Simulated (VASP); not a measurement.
Crystal: C.

```
CELL_PARAMETERS angstrom
2.49096 0.00000 0.00000
-1.24548 2.15723 0.00000
0.00000 0.00000 8.59714
ATOMIC_POSITIONS crystal
C 0.00000 0.00000 0.00250
C 0.00000 0.00000 0.50250
C 0.33333 0.66667 0.00250
C 0.66667 0.33333 0.50250
```

This cell differs from its parent crystal: volume scaled by 1.03.

* Program: VASP 6.6.1
* Task: relaxation of shape and atoms at fixed volume
* Functional: PBE
* Potentials or basis: VASP PAW PBE potentials, release 64 (C)
* Cutoff: 600 eV
* k mesh: 18 × 18 × 6
* Occupations: gaussian, width 0.1 eV
* Spin: no spin polarisation

At the start: pressure -6.1 GPa; volume 11.55 Å³/atom.

Task: How do energy, volume and symmetry change on relaxing?

Result: Over 3 steps the energy falls by 6.0 meV/atom; space group P6_3/mmc (No. 194, to 0.05 Å).

The path:
| step | energy change (eV) | largest force (eV/Å) | pressure (GPa) | volume (Å³) |
| --- | --- | --- | --- | --- |
| 1 | 0.0000 | 0.0000 | -6.07 | 46.20 |
| 2 | -0.0240 | 0.0000 | 0.17 | 46.20 |
| 3 | -0.0241 | 0.0000 | -0.25 | 46.20 |

Final structure:
```
C
1.0
     2.46749    0.00000    0.00000
    -1.23375    2.13691    0.00000
     0.00000    0.00000    8.76144
C
4
Direct
  0.00000 0.00000 0.00250
  0.00000 0.00000 0.50250
  0.33333 0.66667 0.00250
  0.66667 0.33333 0.50250
```

Caveat: the cell differs from its parent crystal (volume scaled by 1.03); this functional lacks dispersion, which binds the layers, so the pressure and a relaxed spacing across them are unreliable.
